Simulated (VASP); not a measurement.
# CsC (P-6m2) in VASP: a series of runs, part 2 of 2

VASP 6.6.1. The steps go on from the part before.

## 4. Single point, PBE, collinear spin

This run uses another cell than the first one, of 39.00 Å³/atom.

Contents of INCAR:

```
PREC = Accurate
ENCUT = 520
EDIFF = 1E-6
ISMEAR = 0
SIGMA = 0.02
LREAL = F
LASPH = T
NELM = 150
ALGO = Normal
ISIF = 2
LWAVE = F
LCHARG = F
ISPIN = 2
MAGMOM = 0 2.65
LORBIT = 11
GGA = PE
NBANDS = 18
```

Contents of KPOINTS:

```
regular mesh
0
Gamma
  6 6 6
```

Contents of POSCAR:

```
CsC
1.0
    4.6231601366      0.0000000000      0.0000000000
   -2.3115800683      4.0037741240      0.0000000000
    0.0000000000      0.0000000000      4.2136310222
Cs C
1 1
Direct
    0.0000000000      0.0000000000      0.0000000000
    0.6666666667      0.3333333333      0.5000000000
```

Potentials or basis: VASP PAW PBE potentials, release 64 (Cs_sv, C).

Command:

```bash
$ cat potpaw_PBE.64/Cs_sv/POTCAR potpaw_PBE.64/C/POTCAR > POTCAR
$ mpirun -np 1 vasp_std > vasp.out
```

OUTCAR:

```text
PREC = Accurate
   ENCUT = 520
   EDIFF = 1E-6
   ISMEAR = 0
   LREAL = F
   LASPH = T
   NELM = 150
   ISIF = 2
   ISPIN = 2
   LORBIT = 11
   GGA = PE

 ion  position               nearest neighbor table
   1  0.000  0.000  0.000-
   2  0.667  0.333  0.500-

  LATTYP: Found a hexagonal cell.
 ALAT       =     4.6231601366
 C/A-ratio  =     0.9114179258

  Lattice vectors:

 A1 = (   4.6231601366,   0.0000000000,   0.0000000000)
 A2 = (  -2.3115800683,   4.0037741240,   0.0000000000)
 A3 = (   0.0000000000,   0.0000000000,   4.2136310222)

Analysis of symmetry for initial positions (statically):
=====================================================================
 Subroutine PRICEL returns:
 Original cell was already a primitive cell.

 Routine SETGRP: Setting up the symmetry group for a
 hexagonal supercell.

 Subroutine GETGRP returns: Found 12 space group operations
[... 699 lines left out ...]
      1     -21.2325      1.00000
      2      -7.8556      1.00000
      3      -7.8556      1.00000
      4      -7.7193      1.00000
      5      -5.4820      1.00000
      6       2.5801      0.00000
[... 493 lines left out ...]
     17      12.1483      0.00000
     18      12.7457      0.00000

 [... further k-points ...]

------------------------ aborting loop because EDIFF is reached ----------------------------------------

  FORCE on cell =-STRESS in cart. coord.  units (eV):
  Direction    XX          YY          ZZ          XY          YZ          ZX
  --------------------------------------------------------------------------------------
  -------------------------------------------------------------------------------------
  Total        0.0223470      0.0223470      0.0219790      0.0000000      0.0000000      0.0000000
  in kB        0.4590558      0.4590558      0.4514963      0.0000000      0.0000000      0.0000000
  external PRESSURE =       0.4565359 kB  Pullay stress =       0.0000000 kB

 VOLUME and BASIS-vectors are now :
 -----------------------------------------------------------------------------
  energy-cutoff  :      520.00
  volume of cell :       77.99
      direct lattice vectors                 reciprocal lattice vectors
     4.623160137  0.000000000  0.000000000     0.216302263  0.124882170  0.000000000
    -2.311580068  4.003774124  0.000000000     0.000000000  0.249764340  0.000000000
     0.000000000  0.000000000  4.213631022     0.000000000  0.000000000  0.237325004

 POSITION                                       TOTAL-FORCE (eV/Angst)
 -----------------------------------------------------------------------------------
      0.00000      0.00000      0.00000         0.000000      0.000000      0.000000
      2.31158      1.33459      2.10682        -0.000000      0.000000      0.000000
 -----------------------------------------------------------------------------------
    total drift:                               -0.000000      0.000000      0.000000

  FREE ENERGIE OF THE ION-ELECTRON SYSTEM (eV)
  ---------------------------------------------------
  free  energy   TOTEN  =        -5.4731722388 eV

  energy  without entropy=       -5.4731722388  energy(sigma->0) =       -5.47317224

 total charge

# of ion       s       p       d       tot
------------------------------------------
    1        1.834   4.693   0.038   6.566
    2        0.961   1.149   0.000   2.110
--------------------------------------------------
tot          2.795   5.842   0.038   8.675

 magnetization (x)

# of ion       s       p       d       tot
------------------------------------------
    1        0.012   0.049   0.032   0.093
    2        0.048   1.145   0.000   1.193
--------------------------------------------------
tot          0.060   1.193   0.032   1.286
```

OSZICAR:

```text
N       E                     dE             d eps       ncg     rms          rms(c)
DAV:   1     0.579026540607E+02    0.57903E+02   -0.48417E+03  2016   0.570E+02
DAV:   2    -0.673095733571E+00   -0.58576E+02   -0.52355E+02  2740   0.111E+02
DAV:   3    -0.610042671138E+01   -0.54273E+01   -0.53928E+01  2380   0.332E+01
DAV:   4    -0.615314602128E+01   -0.52719E-01   -0.52702E-01  2504   0.376E+00
DAV:   5    -0.615342338355E+01   -0.27736E-03   -0.27735E-03  2348   0.292E-01    0.370E+00
DAV:   6    -0.541678887727E+01    0.73663E+00   -0.65185E-01  2552   0.403E+00    0.198E+00
DAV:   7    -0.543605953282E+01   -0.19271E-01   -0.52263E-01  2136   0.316E+00    0.128E+00
DAV:   8    -0.545997184957E+01   -0.23912E-01   -0.43530E-02  2074   0.108E+00    0.602E-01
DAV:   9    -0.546945969785E+01   -0.94878E-02   -0.18127E-02  2058   0.760E-01    0.357E-01
DAV:  10    -0.547277676804E+01   -0.33171E-02   -0.52807E-03  2196   0.422E-01    0.166E-01
DAV:  11    -0.547282281529E+01   -0.46047E-04   -0.63840E-04  2252   0.108E-01    0.820E-02
DAV:  12    -0.547312461787E+01   -0.30180E-03   -0.40479E-04  2046   0.113E-01    0.223E-02
DAV:  13    -0.547316980348E+01   -0.45186E-04   -0.59420E-05  2270   0.406E-02    0.790E-03
DAV:  14    -0.547317051804E+01   -0.71456E-06   -0.19250E-05  2062   0.224E-02    0.624E-03
DAV:  15    -0.547317263685E+01   -0.21188E-05   -0.66603E-06  2168   0.138E-02    0.348E-03
DAV:  16    -0.547317223879E+01    0.39807E-06   -0.45071E-07  2052   0.400E-03
   1 F= -.54731722E+01 E0= -.54731722E+01  d E =-.101938E-12  mag=     3.0000
```

It took 2.1 min on 1 thread of Oxide Virtual Turin-like, shared host; peak memory 0.22 GiB.

Results:

```yaml
Free_energy: -5.4732 eV
Pressure: 0.0 GPa
Band_gap_on_the_k_mesh: 0.67 eV (least direct gap 1.04 eV)
Net_moment: 3.00 μB per cell
Site_moments: Cs +0.09; C +1.19 μB
Valence_electrons_inside_the_program's_atomic_spheres: Cs 6.57; C 2.11
```

Caveat: spin-orbit coupling is left out, which moves the levels of the heavy elements. A k mesh can miss the band edges.

## 5. Relaxation of cell and atoms, PBE, collinear spin

Contents of INCAR:

```
PREC = Accurate
ENCUT = 600
EDIFF = 1E-7
ISMEAR = 0
SIGMA = 0.1
LREAL = False
LASPH = True
NELM = 150
ALGO = Normal
ISIF = 3
LWAVE = False
LCHARG = False
ISPIN = 2
MAGMOM = 0.24 2.38
LORBIT = 11
GGA = PE
IBRION = 2
NSW = 90
EDIFFG = -0.04
```

Contents of KPOINTS:

```
Automatic mesh
0
Gamma
  6 6 4
```

Contents of POSCAR:

```
CsC
1.0
    3.8418156357      0.0000000000      0.0000000000
   -1.9209078179      3.3271099372      0.0000000000
    0.0000000000      0.0000000000      3.7471094820
Cs C
1 1
Direct
    0.0000000000      0.0000000000      0.0000000000
    0.6666666667      0.3333333333      0.5000000000
```

Command:

```bash
$ cat potpaw_PBE.64/Cs_sv/POTCAR potpaw_PBE.64/C/POTCAR > POTCAR
$ mpirun -np 1 vasp_std > vasp.out
```

Wall time 5 min (1 thread of Oxide Virtual Turin-like, shared host); peak memory 0.18 GiB.

Results (log left out):

```
Free energy                                           : -5.4611 eV
Relaxed volume                                        : 38.57 Å³/atom
Relaxed cell                                          : a = 4.590 Å, b = 4.590 Å, c = 4.228 Å, α = 90.00°, β = 90.00°, γ = 120.00°
Space group after relaxing (to 0.1 Å)                 : P-6m2 (No. 187)
Energy gained by relaxing                             : 436.1 meV/atom
Ionic steps                                           : 8
Pressure after relaxing                               : 0.0 GPa
Band gap on the k mesh                                : 0.67 eV (least direct gap 1.01 eV)
Net moment                                            : 3.00 μB per cell
Site moments                                          : Cs +0.10; C +1.19 μB
Valence electrons inside the program's atomic spheres : Cs 6.57; C 2.12
```

Stress tensor (GPa, compression positive):
```
 0.06  0.00  0.00
 0.00  0.06  0.00
 0.00  0.00 -0.08
```

The path:
| step | energy change (eV) | largest force (eV/Å) | pressure (GPa) | volume (Å³) |
| --- | --- | --- | --- | --- |
| 1 | 0.0000 | 0.0000 | 14.15 | 47.90 |
| 2 | -0.7542 | 0.0000 | 2.97 | 64.11 |
| 3 | -0.8369 | 0.0000 | 0.96 | 71.23 |
| 4 | -0.8040 | 0.0000 | -1.22 | 87.03 |
| 5 | -0.8504 | 0.0000 | -0.08 | 76.94 |
| 6 | -0.8507 | 0.0000 | 0.02 | 76.25 |
| 7 | -0.8623 | 0.0000 | 0.02 | 76.59 |
| 8 | -0.8722 | 0.0000 | 0.01 | 77.14 |

Final structure:
```
Cs C
1.0
     4.58981    0.00000    0.00000
    -2.29491    3.97489    0.00000
     0.00000    0.00000    4.22825
Cs C
1 1
Direct
  0.00000 0.00000 0.00000
  0.66667 0.33333 0.50000
```

Levels at points of the mesh, in eV from the valence-band top:
Spin up:
| k point | band 6 | band 7 | band 8 | band 9 | band 10 | band 11 |
| --- | --- | --- | --- | --- | --- | --- |
| (0.00, 0.00, 0.00) | -0.38 | -0.38 | 0.00 | 2.77 | 3.56 | 5.93 |
| (0.50, 0.00, 0.00) | -1.12 | -0.36 | -0.20 | 3.40 | 5.23 | 6.46 |
| (0.00, 0.00, 0.50) | -1.38 | -0.35 | -0.35 | 4.65 | 5.22 | 5.22 |
| (0.50, 0.00, 0.50) | -0.81 | -0.66 | -0.63 | 4.34 | 4.89 | 7.04 |
Spin down:
```tsv
k point	band 3	band 4	band 5	band 6	band 7	band 8
(0.00, 0.00, 0.00)	-8.16	-8.04	-5.82	2.28	2.28	2.98
(0.50, 0.00, 0.00)	-8.29	-7.96	-5.24	1.01	2.42	2.68
(0.00, 0.00, 0.50)	-8.08	-8.08	-5.02	0.67	2.52	2.52
(0.50, 0.00, 0.50)	-8.59	-8.19	-5.49	1.52	1.74	1.93
```

Caveat: the volume moved by over 15 % at a fixed basis, so the end points are rough; spin-orbit coupling is left out, which moves the levels of the heavy elements.

## 6. Relaxation of cell and atoms, PBE, collinear spin

This run uses another cell than the first one, of 38.75 Å³/atom.

Contents of INCAR:

```
SYSTEM = CsC
ALGO = Normal ; EDIFF = 1E-6
EDIFFG = -0.01 ; ENCUT = 600
GGA = PE ; IBRION = 2
ISIF = 3 ; ISMEAR = 0
ISPIN = 2 ; LASPH = .TRUE.
LCHARG = .FALSE. ; LORBIT = 11
LREAL = .FALSE. ; LWAVE = .FALSE.
MAGMOM = 0 2.65 ; NELM = 150
NSW = 100 ; PREC = Accurate
SIGMA = 0.02
```

Contents of KPOINTS:

```
k-points
0
G
  6 6 6
  0 0 0
```

Contents of POSCAR:

```
CsC
1.0
    4.5908383110      0.0000000000      0.0000000000
   -2.2954191555      3.9757826020      0.0000000000
    0.0000000000      0.0000000000      4.2459633104
Cs C
1 1
Direct
    0.0000000000      0.0000000000      0.0000000000
    0.6666666667      0.3333333333      0.5000000000
```

Potentials or basis: VASP PAW PBE potentials, release 64 (Cs_sv, C).

Command:

```bash
$ cat potpaw_PBE.64/Cs_sv/POTCAR potpaw_PBE.64/C/POTCAR > POTCAR
$ mpirun -np 1 vasp_std > vasp.out
```

OUTCAR:

```text
SYSTEM = CsC
   EDIFF = 1E-6
   EDIFFG = -0.01
   ENCUT = 600
   GGA = PE
   IBRION = 2
   ISIF = 3
   ISMEAR = 0
   ISPIN = 2
   LASPH = .TRUE.
   LORBIT = 11
   LREAL = .FALSE.
   NELM = 150
   NSW = 100
   PREC = Accurate

 ion  position               nearest neighbor table
   1  0.000  0.000  0.000-
   2  0.667  0.333  0.500-

  LATTYP: Found a hexagonal cell.
 ALAT       =     4.5908383110
 C/A-ratio  =     0.9248775545

  Lattice vectors:

 A1 = (   4.5908383110,   0.0000000000,   0.0000000000)
 A2 = (  -2.2954191555,   3.9757826020,   0.0000000000)
 A3 = (   0.0000000000,   0.0000000000,   4.2459633104)

Analysis of symmetry for initial positions (statically):
=====================================================================
 Subroutine PRICEL returns:
 Original cell was already a primitive cell.

 Routine SETGRP: Setting up the symmetry group for a
 hexagonal supercell.

[... 597 lines left out ...]
      1     -21.2466      1.00000
      2      -9.0716      1.00000
      3      -8.2740      1.00000
      4      -7.9629      1.00000
      5      -7.7807      1.00000
      6      -0.5978      1.00000
      7      -0.2735      1.00000
      8      -0.2303      1.00000
      9       4.4962      0.00000
     10       5.0739      0.00000
     11       6.9668      0.00000

 [... further k-points ...]

 spin component 2

 k-point     1 :       0.0000    0.0000    0.0000
  band No.  band energies     occupation
      1     -21.2512      1.00000
      2      -7.8759      1.00000
      3      -7.8759      1.00000
      4      -7.7411      1.00000
      5      -5.4903      1.00000
      6       2.5706      0.00000
      7       2.5706      0.00000
      8       3.3093      0.00000
      9       3.4531      0.00000
     10       4.2588      0.00000
     11       6.8672      0.00000
[... 351 lines left out ...]
  FREE ENERGIE OF THE ION-ELECTRON SYSTEM (eV)
  ---------------------------------------------------
  free  energy   TOTEN  =        -5.4734602773 eV

  energy  without entropy=       -5.4734602773  energy(sigma->0) =       -5.47346028

 reached required accuracy - stopping structural energy minimisation

 total charge

# of ion       s       p       d       tot
------------------------------------------
    1        1.833   4.693   0.038   6.564
    2        0.958   1.149   0.000   2.107
--------------------------------------------------
tot          2.792   5.842   0.038   8.671

 magnetization (x)

# of ion       s       p       d       tot
------------------------------------------
    1        0.012   0.048   0.032   0.093
    2        0.048   1.145   0.000   1.193
--------------------------------------------------
tot          0.061   1.193   0.032   1.286
```

OSZICAR:

```text
N       E                     dE             d eps       ncg     rms          rms(c)
DAV:   1     0.703682692511E+02    0.70368E+02   -0.55822E+03  1232   0.105E+03
DAV:   2     0.510667536117E-01   -0.70317E+02   -0.65535E+02  1882   0.159E+02
[... 24 lines left out ...]
DAV:   1    -0.547942760711E+01   -0.64920E-02   -0.30868E-01  1238   0.382E+00    0.369E-01
DAV:   2    -0.547497100771E+01    0.44566E-02   -0.55000E-03  1337   0.517E-01    0.200E-01
DAV:   3    -0.547344977262E+01    0.15212E-02   -0.78627E-03  1342   0.571E-01    0.720E-02
DAV:   4    -0.547346501220E+01   -0.15240E-04   -0.35668E-04  1364   0.143E-01    0.371E-02
DAV:   5    -0.547346300611E+01    0.20061E-05   -0.13056E-04  1603   0.734E-02    0.306E-02
DAV:   6    -0.547346080598E+01    0.22001E-05   -0.11111E-05  1387   0.303E-02    0.117E-02
DAV:   7    -0.547346027732E+01    0.52866E-06   -0.80494E-06  1427   0.201E-02
   3 F= -.54734603E+01 E0= -.54734603E+01  d E =-.953555E-03  mag=     3.0000
```

Wall time 2.7 min (1 thread of Oxide Virtual Turin-like, shared host); peak memory 0.26 GiB.

What came out:

```yaml
Free_energy: -5.4735 eV
Relaxed_volume: 39.14 Å³/atom
Relaxed_cell: a = 4.628 Å, b = 4.628 Å, c = 4.220 Å, α = 90.00°, β = 90.00°, γ = 120.00°
Space_group_after_relaxing_to_0.1_Å: P-6m2 (No. 187)
Energy_gained_by_relaxing: 0.5 meV/atom
Ionic_steps: 3
Pressure_after_relaxing: 0.0 GPa
Band_gap_on_the_k_mesh: 0.67 eV (least direct gap 1.04 eV)
Net_moment: 3.00 μB per cell
Site_moments: Cs +0.09; C +1.19 μB
Valence_electrons_inside_the_program's_atomic_spheres: Cs 6.56; C 2.11
```

Step by step:
```
step  energy change (eV)  largest force (eV/Å)  pressure (GPa)  volume (Å³)
   1              0.0000                0.0000            0.08        77.50
   2             -0.0004                0.0000            0.05        77.70
   3             -0.0010                0.0000           -0.02        78.28
```

Final structure:
```yaml
crystal:
  lattice:
    - [4.62829, 0.00000, 0.00000]
    - [-2.31415, 4.00822, 0.00000]
    - [0.00000, 0.00000, 4.21985]
  atoms:
    - { symbol: Cs, position: [0.00000, 0.00000, 0.00000] }
    - { symbol: C, position: [0.66667, 0.33333, 0.50000] }
```

Caveat: spin-orbit coupling is left out, which moves the levels of the heavy elements.

## 7. Summary

```tsv
task	spin	cell	k mesh	cutoff (eV)	smearing	gap on the mesh (eV)	pressure (GPa)	moment (μB)	relaxed volume (Å³/atom)
single point	off	a = 3.842, b = 3.842, c = 3.747 Å, angles 90.0, 90.0, 120.0°, 2 atoms	6 × 6 × 6	520	gaussian 0.1 eV	none	5.7	-	-
single point	collinear	a = 4.591, b = 4.591, c = 4.246 Å, angles 90.0, 90.0, 120.0°, 2 atoms	6 × 6 × 4	520	gaussian 0.1 eV	0.68	0.1	3.00	-
single point	collinear	a = 4.623, b = 4.623, c = 4.214 Å, angles 90.0, 90.0, 120.0°, 2 atoms	6 × 6 × 6	520	gaussian 0.02 eV	0.67	0.0	3.00	-
relaxation of cell and atoms	collinear	relaxed from a = 3.842, b = 3.842, c = 3.747 Å, angles 90.0, 90.0, 120.0°, 2 atoms	6 × 6 × 4	600	gaussian 0.1 eV	0.67	0.0	3.00	38.57
relaxation of cell and atoms	collinear	relaxed from a = 4.591, b = 4.591, c = 4.246 Å, angles 90.0, 90.0, 120.0°, 2 atoms	6 × 6 × 6	600	gaussian 0.02 eV	0.67	0.0	3.00	39.14
```

Alike in all rows: level PBE; potentials or basis VASP PAW PBE potentials, release 64 (Cs_sv, C).

Caveats: spin-orbit coupling is left out, which moves the levels of the heavy elements; the cell stands under pressure (at least some runs); the volume moved by over 15 % at a fixed basis, so the end points are rough (at least some runs).

Total energies depend on the potentials used, so only differences within one code and one set of settings carry meaning.
